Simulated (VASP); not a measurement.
A run of VASP 6.6.1:

The input INCAR:

```
SYSTEM = TiSi4Ir
PREC = Accurate
ENCUT = 500
EDIFF = 1E-6
ISMEAR = 0
SIGMA = 0.1
LREAL = .False.
LASPH = .True.
NELM = 120
ALGO = Normal
ISIF = 2
LWAVE = .False.
LCHARG = .True.
GGA = PE
LELF = .True.
LVHAR = .True.
NBANDS = 28
GGA_COMPAT = .False.
```

The input KPOINTS:

```
regular mesh
0
Gamma
  6 6 6
  0 0 0
```

File POSCAR:

```
TiSi4Ir
1.0
    1.8687961621      1.0789499694      7.9012306517
   -1.8687961621      1.0789499694      7.9012306517
    0.0000000000     -2.1578999323      7.9012306526
Ti Si Ir
1 4 1
Direct
    0.0000000000      0.0000000000      0.0000000000
    0.6038889222      0.6038889222      0.6038889222
    0.1141583571      0.1141583571      0.1141583571
    0.8858416429      0.8858416429      0.8858416429
    0.3961110778      0.3961110778      0.3961110778
    0.5000000000      0.5000000000      0.5000000000
```

Potentials or basis: VASP PAW PBE potentials, release 64 (Ti_sv, Si, Ir).

Run with:

```bash
$ cat potpaw_PBE.64/Ti_sv/POTCAR potpaw_PBE.64/Si/POTCAR potpaw_PBE.64/Ir/POTCAR > POTCAR
$ mpirun -np 1 vasp_std > vasp.out
```

Hardware: 1 thread of AMD EPYC 9R45 96-Core Processor (Zen 5), on a shared host.

**Question.** How long does it take, and how much memory?

**Answer.** Run time: 2.9 min on 1 thread of AMD EPYC 9R45 96-Core Processor (Zen 5), on a shared host, peak memory 0.49 GiB. Counts: scf iterations 15, k points 32.
